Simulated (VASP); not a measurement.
Input of a VASP 6.6.1 run:

Contents of INCAR:

```
SYSTEM = SiC
  ALGO = Normal
  EDIFF = 1E-6
  EDIFFG = -0.005
  ENCUT = 600
  GGA = PE
  IBRION = 2
  ISIF = 3
  ISMEAR = -1
  LASPH = .TRUE.
  LCHARG = .FALSE.
  LREAL = .FALSE.
  LWAVE = .FALSE.
  NELM = 60
  NSW = 80
  PREC = Accurate
  SIGMA = 0.02
```

The input KPOINTS:

```
k-points
0
G
  12 12 2
  0 0 0
```

Contents of POSCAR:

```
SiC
1.0
    3.0950000000      0.0000000000      0.0000000000
   -1.5475000000      2.6803486247      0.0000000000
    0.0000000000      0.0000000000     15.1700000000
Si C
6 6
Direct
    0.0000000000      0.0000000000      0.1250000000
    0.0000000000      0.0000000000      0.6250000000
    0.3333333333      0.6666666667      0.2917000000
    0.6666666667      0.3333333333      0.7917000000
    0.3333333333      0.6666666667      0.9583000000
    0.6666666667      0.3333333333      0.4583000000
    0.0000000000      0.0000000000      0.0000000000
    0.0000000000      0.0000000000      0.5000000000
    0.3333333333      0.6666666667      0.1667000000
    0.6666666667      0.3333333333      0.6667000000
    0.3333333333      0.6666666667      0.8333000000
    0.6666666667      0.3333333333      0.3333000000
```

Potentials or basis: VASP PAW PBE potentials, release 64 (Si, C).

The run is started by

```bash
$ cat potpaw_PBE.64/Si/POTCAR potpaw_PBE.64/C/POTCAR > POTCAR
$ mpirun -np 1 vasp_std > vasp.out
```

(1) Predict the relaxed cell.

(2) Estimate the band gap on the k mesh.

(3) Estimate the space group after relaxing (to 0.1 Å).

## Answers

(1) a = 3.094 Å, b = 3.094 Å, c = 15.182 Å, α = 90.00°, β = 90.00°, γ = 120.00°.

(2) 2.03 eV (least direct gap 3.13 eV).

(3) P6_3mc (No. 186).
